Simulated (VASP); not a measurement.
# SbPt (P6_3/mmc) in VASP: a series of runs

SbPt is run at these levels: r2SCAN; tasks: single point.

All numbers are computed with VASP 6.6.1; they aren't measurements. Logs are shortened: lines on timing, memory, paths and dates and some standing lists are left out, and cuts for length are marked.

## 1. The cell of the first run

Symmetry: P6_3/mmc, No. 194, hexagonal system. The conventional cell has a = 4.333 Å, b = 4.333 Å, c = 5.655 Å, α = 90.00°, β = 90.00°, γ = 120.00°. Within 3.8 Å of Sb (site symmetry -6m2) lie 6 Pt at 2.87 Å and 6 Sb at 3.78 Å. Within 3.7 Å of Pt (site symmetry -3m) lie 2 Pt at 2.83 Å and 6 Sb at 2.87 Å.

## 2. Single point, r2SCAN (22.99 Å³/atom)

Input file POSCAR:

```
SbPt
1.0
    4.3331452782      0.0000000000      0.0000000000
   -2.1665726391      3.7526138892      0.0000000000
    0.0000000000      0.0000000000      5.6552344593
Sb Pt
2 2
Direct
    0.3333333333      0.6666666667      0.2500000000
    0.6666666667      0.3333333333      0.7500000000
    0.0000000000      0.0000000000      0.0000000000
    0.0000000000      0.0000000000      0.5000000000
```

Input file INCAR.step1:

```
SYSTEM = SbPt
PREC     = Accurate       ! precision mode
ENCUT    = 520            ! plane-wave cutoff, eV
ISMEAR   = 0              ! smearing method
SIGMA    = 0.1            ! smearing width, eV
LREAL    = .False.        ! projectors in reciprocal space
LASPH    = .True.         ! aspherical terms in the spheres
NELM     = 60             ! most SCF steps
NBANDS   = 23             ! bands
GGA      = PE             ! functional
ALGO     = Normal         ! electronic algorithm
EDIFF    = 1E-4           ! SCF threshold, eV
LWAVE    = .True.         ! write WAVECAR
LCHARG   = .False.        ! write CHGCAR
```

Input file INCAR.step2:

```
SYSTEM = SbPt
PREC     = Accurate       ! precision mode
ENCUT    = 520            ! plane-wave cutoff, eV
EDIFF    = 1E-6           ! SCF threshold, eV
ISMEAR   = 0              ! smearing method
SIGMA    = 0.1            ! smearing width, eV
LREAL    = .False.        ! projectors in reciprocal space
LASPH    = .True.         ! aspherical terms in the spheres
NELM     = 60             ! most SCF steps
ALGO     = Normal         ! electronic algorithm
ISIF     = 2              ! what is computed and relaxed
LWAVE    = .False.        ! write WAVECAR
LCHARG   = .True.         ! write CHGCAR
METAGGA  = R2SCAN         ! meta-GGA
LMIXTAU  = .True.       
LELF     = .True.         ! ELF
LVHAR    = .True.       
NBANDS   = 23             ! bands
ISTART   = 1
```

Input file KPOINTS:

```
regular mesh
0
Gamma
  12 12 8
  0 0 0
```

Potentials or basis: VASP PAW PBE potentials, release 64 (Sb, Pt).

Launch:

```bash
> cat potpaw_PBE.64/Sb/POTCAR potpaw_PBE.64/Pt/POTCAR > POTCAR
> cp INCAR.step1 INCAR
> mpirun -np 1 vasp_std > vasp.out
> cp INCAR.step2 INCAR
> mpirun -np 1 vasp_std > vasp.out
```

OUTCAR:

```text
SYSTEM = SbPt
   PREC = Accurate
   ENCUT = 520
   EDIFF = 1E-6
   ISMEAR = 0
   LREAL = .False.
   LASPH = .True.
   NELM = 60
   ISIF = 2
   METAGGA = R2SCAN
   ISTART = 1

 ion  position               nearest neighbor table
   1  0.333  0.667  0.250-   3 2.87   4 2.87   3 2.87   4 2.87   3 2.87   4 2.87   2 3.78   2 3.78
                             2 3.78   2 3.78   2 3.78   2 3.78
   2  0.667  0.333  0.750-   3 2.87   4 2.87   3 2.87   4 2.87   3 2.87   4 2.87   1 3.78   1 3.78
                             1 3.78   1 3.78   1 3.78   1 3.78
   3  0.000  0.000  0.000-   4 2.83   4 2.83   1 2.87   2 2.87   1 2.87   2 2.87   2 2.87   1 2.87

   4  0.000  0.000  0.500-   3 2.83   3 2.83   1 2.87   2 2.87   1 2.87   2 2.87   2 2.87   1 2.87

  LATTYP: Found a hexagonal cell.
 ALAT       =     4.3331452782
 C/A-ratio  =     1.3051107443

  Lattice vectors:

 A1 = (   4.3331452782,   0.0000000000,   0.0000000000)
 A2 = (  -2.1665726391,   3.7526138892,   0.0000000000)
 A3 = (   0.0000000000,   0.0000000000,   5.6552344593)

Analysis of symmetry for initial positions (statically):
=====================================================================
 Subroutine PRICEL returns:
 Original cell was already a primitive cell.

 Routine SETGRP: Setting up the symmetry group for a
 hexagonal supercell.

 Subroutine GETGRP returns: Found 24 space group operations
 (whereof 12 operations were pure point group operations)
 out of a pool of 24 trial point group operations.

The static configuration has the point symmetry D_3d.
 The point group associated with its full space group is D_6h.

Analysis of symmetry for dynamics (positions and initial velocities):
=====================================================================
 Subroutine PRICEL returns:
 Original cell was already a primitive cell.

 Routine SETGRP: Setting up the symmetry group for a
 hexagonal supercell.

 Subroutine GETGRP returns: Found 24 space group operations
 (whereof 12 operations were pure point group operations)
 out of a pool of 24 trial point group operations.

The dynamic configuration has the point symmetry D_3d.
 The point group associated with its full space group is D_6h.

 Subroutine INISYM returns: Found 24 space group operations
 (whereof 12 operations are pure point group operations),
 and found     1 'primitive' translations

----------------------------------------------------------------------------------------

                                     Primitive cell

  volume of cell :      91.9576

  direct lattice vectors                    reciprocal lattice vectors
     4.333145278  0.000000000  0.000000000     0.230779246  0.133240460  0.000000000
    -2.166572639  3.752613889  0.000000000     0.000000000  0.266480920  0.000000000
     0.000000000  0.000000000  5.655234459     0.000000000  0.000000000  0.176827328

  length of vectors
     4.333145278  4.333145278  5.655234459     0.266480920  0.266480920  0.176827328

  position of ions in fractional coordinates (direct lattice)
     0.333333333  0.666666667  0.250000000
     0.666666667  0.333333333  0.750000000
     0.000000000  0.000000000  0.000000000
     0.000000000  0.000000000  0.500000000

  ion indices of the primitive-cell ions
   primitive index   ion index
                 1           1
                 2           2
                 3           3
                 4           4

----------------------------------------------------------------------------------------

 KPOINTS: regular mesh

Automatic generation of k-mesh.
 Grid dimensions read from file:
 generate k-points for:   12   12    8

 Generating k-lattice:

  Cartesian coordinates                     Fractional coordinates (reciprocal lattice)
     0.019231604  0.011103372  0.000000000     0.083333333 -0.000000000  0.000000000
     0.000000000  0.022206743  0.000000000     0.000000000  0.083333333  0.000000000
     0.000000000  0.000000000  0.022103416     0.000000000  0.000000000  0.125000000

  Length of vectors
     0.022206743  0.022206743  0.022103416

  Shift w.r.t. Gamma in fractional coordinates (k-lattice)
     0.000000000  0.000000000  0.000000000

 Subroutine IBZKPT returns following result:
 ===========================================

 Found     95 irreducible k-points:

 Following reciprocal coordinates:
            Coordinates               Weight
  0.000000  0.000000  0.000000      1.000000
  0.083333 -0.000000  0.000000      6.000000
  0.166667  0.000000  0.000000      6.000000
  0.250000 -0.000000  0.000000      6.000000
  0.333333  0.000000  0.000000      6.000000
  0.416667 -0.000000  0.000000      6.000000
[... 16 lines left out ...]
  0.250000 -0.000000  0.125000     12.000000
  0.333333  0.000000  0.125000     12.000000
 [... further k-points ...]
   k-points           NKPTS =     95   k-points in BZ     NKDIM =     95   number of bands    NBANDS=     23
   number of dos      NEDOS =    301   number of ions     NIONS =      4
   total plane-waves  NPLWV =  43008
   dimension x,y,z NGX =    32 NGY =   32 NGZ =   42
   dimension x,y,z NGXF=    64 NGYF=   64 NGZF=   84
   ions per type =               2   2
   NGX,Y,Z   is equivalent  to a cutoff of  12.28, 12.28, 12.35 a.u.
   NGXF,Y,Z  is equivalent  to a cutoff of  24.55, 24.55, 24.69 a.u.
 SYSTEM =  SbPt
   PREC   = accura    normal or accurate (medium, high low for compatibility)
   ISTART =      1    job   : 0-new  1-cont  2-samecut
   ICHARG =      0    charge: 1-file 2-atom 10-const
   ISPIN  =      1    spin polarized calculation?
   LNONCOLLINEAR =      F non collinear calculations
   LSORBIT =      F    spin-orbit coupling
   LASPH  =      T    aspherical Exc in radial PAW
   ENCUT  =  520.0 eV  38.22 Ry    6.18 a.u.   8.06  8.06 10.51*2*pi/ulx,y,z
   NELM   =     60;   NELMIN=  2; NELMDL=  0     # of ELM steps
   EDIFF  = 0.1E-05   stopping-criterion for ELM
   LREAL  =      F    real-space projection
   EDIFFG = 0.1E-04   stopping-criterion for IOM
   NSW    =      0    number of steps for IOM
   IBRION =     -1    ionic relax: 0-MD 1-quasi-New 2-CG
   NFREE  =      0    steps in history (QN), initial steepest desc. (CG)
   ISIF   =      2    stress and relaxation
   ISYM   =      2    0-nonsym 1-usesym 2-fastsym
   POTIM  = 0.5000    time-step for ionic-motion
   TEBEG  =    0.0;   TEEND  =   0.0 temperature during run
   PSTRESS=    0.0 pullay stress
   NELECT =      30.0000    total number of electrons
   NUPDOWN=      -1.0000    fix difference up-down
   EMIN   =  10.00;   EMAX   =-10.00  energy-range for DOS
   EFERMI =   0.00;   METHOD = LEGACY
   ISMEAR =     0;   SIGMA  =   0.10  broadening in eV -4-tet -1-fermi 0-gaus
   EFERMI_NEDOS =   21; number of points for ismear=-14 and -15
   IALGO  =     38    algorithm
   IMIX   =      4    mixing-type and parameters
     AMIX     =   0.40;   BMIX     =  1.00
     AMIX_MAG =   1.60;   BMIX_MAG =  1.00
  volume/ion in A,a.u.               =      22.99       155.14
  Fermi-wavevector in a.u.,A,eV,Ry     =   1.126988  2.129699 17.280789  1.270102
  Thomas-Fermi vector in A             =   2.263672
   LORBIT       =      0    0 simple, 1 ext, 2 COOP (PROOUT), +10 PAW based schemes
   METAGGA = R2SCAN    functional components
   LHFCALC =     F    Hartree Fock is set to
   AEXX    =    0.0000 exact exchange contribution
   IVDW    =     0    specifies the selected vdW correction
   LEPSILON=     F    determine dielectric tensor
   LRPA    =     F    only Hartree local field effects (RPA)
 non-spin polarized calculation
 Gauss-broadening in eV      SIGMA  =   0.10
  energy-cutoff  :      520.00
  volume of cell :       91.96
 maximum number of plane-waves:      2514
   NGX = 17   NGY = 17   NGZ = 21

 number of electron      29.9999999 magnetization

 Free energy of the ion-electron system (eV)
  ---------------------------------------------------
  ext. energy  EPLUGINS =         0.00000000
  ---------------------------------------------------
  free energy    TOTEN  =      -155.87329350 eV

  energy without entropy =     -155.86220964  energy(sigma->0) =     -155.86775157

 E-fermi :   8.1030     XC(G=0): -11.5366

 val. band max:        8.0943294110   @ k =   0.2500  -0.0000   0.3750
 cond. band min:       8.1045744149   @ k =   0.3333   0.0833   0.5000
 fundamental gap:      0.0102450039
 Fermi energy:         8.1030458950

 k-point     1 :       0.0000    0.0000    0.0000
  band No.  band energies     occupation
      1      -4.1967      2.00000
      2      -0.7634      2.00000
      3       1.8158      2.00000
      4       2.7308      2.00000
      5       2.7308      2.00000
      6       2.8956      2.00000
[... 15 lines left out ...]
     22      13.7369      0.00000
     23      16.0480      0.00000

 k-point     2 :       0.0833   -0.0000    0.0000
  band No.  band energies     occupation
      1      -4.1201      2.00000
      2      -0.8315      2.00000
      3       1.9097      2.00000
      4       2.7516      2.00000
      5       2.8613      2.00000
      6       2.8735      2.00000
[... 15 lines left out ...]
     22      14.0615      0.00000
     23      14.9804      0.00000

 k-point     3 :       0.1667    0.0000    0.0000
  band No.  band energies     occupation
      1      -3.8941      2.00000
      2      -1.0048      2.00000
      3       2.1857      2.00000
      4       2.7831      2.00000
      5       2.8024      2.00000
      6       3.2145      2.00000
[... 15 lines left out ...]
     22      14.5229      0.00000
     23      14.8502      0.00000

 k-point     4 :       0.2500   -0.0000    0.0000
  band No.  band energies     occupation
      1      -3.5324      2.00000
      2      -1.2258      2.00000
      3       2.5224      2.00000
      4       2.6212      2.00000
      5       2.8521      2.00000
      6       3.5629      2.00000
[... 15 lines left out ...]
     22      14.3847      0.00000
     23      15.1545      0.00000

 k-point     5 :       0.3333    0.0000    0.0000
  band No.  band energies     occupation
      1      -3.0643      2.00000
      2      -1.4603      2.00000
      3       1.9878      2.00000
      4       2.8728      2.00000
      5       3.1377      2.00000
      6       3.3711      2.00000
[... 434 lines left out ...]
 k-point    22 :       0.1667    0.0000    0.1250
  band No.  band energies     occupation
      1      -3.8218      2.00000
      2      -1.2088      2.00000
      3       2.2577      2.00000
      4       2.8622      2.00000
      5       2.8946      2.00000
      6       3.4387      2.00000
[... 15 lines left out ...]
     22      14.7276      0.00000
     23      14.7702      0.00000

 k-point    23 :       0.2500   -0.0000    0.1250
  band No.  band energies     occupation
      1      -3.4655      2.00000
      2      -1.3470      2.00000
      3       2.5020      2.00000
      4       2.6301      2.00000
      5       2.9102      2.00000
      6       3.6101      2.00000
[... 15 lines left out ...]
     22      14.6067      0.00000
     23      15.5756      0.00000

 k-point    24 :       0.3333    0.0000    0.1250
  band No.  band energies     occupation
      1      -3.0068      2.00000
      2      -1.5184      2.00000
      3       2.0476      2.00000
      4       2.9141      2.00000
      5       2.9294      2.00000
      6       3.4205      2.00000
[... 15 lines left out ...]
     22      14.4874      0.00000
     23      15.7845      0.00000

 [... further k-points ...]

------------------------ aborting loop because EDIFF is reached ----------------------------------------

  FORCE on cell =-STRESS in cart. coord.  units (eV):
  Direction    XX          YY          ZZ          XY          YZ          ZX
  --------------------------------------------------------------------------------------
  -------------------------------------------------------------------------------------
  Total       -5.9500087     -5.9500087     -5.9262751     -0.0000000      0.0000000      0.0000000
  in kB     -103.6669771   -103.6669771   -103.2534667     -0.0000000      0.0000000      0.0000000
  external PRESSURE =    -103.5291403 kB  Pullay stress =       0.0000000 kB

 VOLUME and BASIS-vectors are now :
 -----------------------------------------------------------------------------
  energy-cutoff  :      520.00
  volume of cell :       91.96
      direct lattice vectors                 reciprocal lattice vectors
     4.333145278  0.000000000  0.000000000     0.230779246  0.133240460  0.000000000
    -2.166572639  3.752613889  0.000000000     0.000000000  0.266480920  0.000000000
     0.000000000  0.000000000  5.655234459     0.000000000  0.000000000  0.176827328

 POSITION                                       TOTAL-FORCE (eV/Angst)
 -----------------------------------------------------------------------------------
     -0.00000      2.50174      1.41381         0.000000      0.000000      0.000000
      2.16657      1.25087      4.24143        -0.000000      0.000000      0.000000
      0.00000      0.00000      0.00000         0.000000      0.000000      0.000000
      0.00000      0.00000      2.82762        -0.000000      0.000000      0.000000
 -----------------------------------------------------------------------------------
    total drift:                               -0.000000      0.000000      0.000000

  FREE ENERGIE OF THE ION-ELECTRON SYSTEM (eV)
  ---------------------------------------------------
  free  energy   TOTEN  =      -155.8732935043 eV

  energy  without entropy=     -155.8622096362  energy(sigma->0) =     -155.86775157
```

Run time: 7.6 min. Hardware: 1 thread of Intel Xeon Platinum 8259CL at 2.50GHz (Skylake/Cascade Lake), shared host; peak memory 0.34 GiB.

Results:

```
Free energy            : -155.8733 eV
Pressure               : -10.4 GPa
Band gap on the k mesh : zero (bands 15 and 16 overlap by 3.73 eV)
```

Levels at points of the mesh, in eV from the Fermi level:
```tsv
k point	band 12	band 13	band 14	band 15	band 16	band 17	band 18	band 19
(0.00, 0.00, 0.00)	-1.88	-0.06	-0.06	0.72	2.24	2.80	2.92	3.25
(0.50, 0.00, 0.00)	-2.61	-2.40	-2.01	-1.87	-0.86	1.82	3.99	4.32
(0.00, 0.00, 0.50)	-3.19	-1.23	-1.23	2.15	2.15	2.15	2.15	4.97
(0.50, 0.00, 0.50)	-2.85	-2.73	-2.73	0.45	0.45	1.49	1.49	3.96
```

Caveat: the cell stands under tension; the PAW data sets were made with another functional, which shifts forces and pressure a little; spin-orbit coupling is left out, which moves the levels of the heavy elements.

(Part 1 of 2 ends here.)

The gap in the log of VASP goes by the Fermi energy; the results here count the filled bands.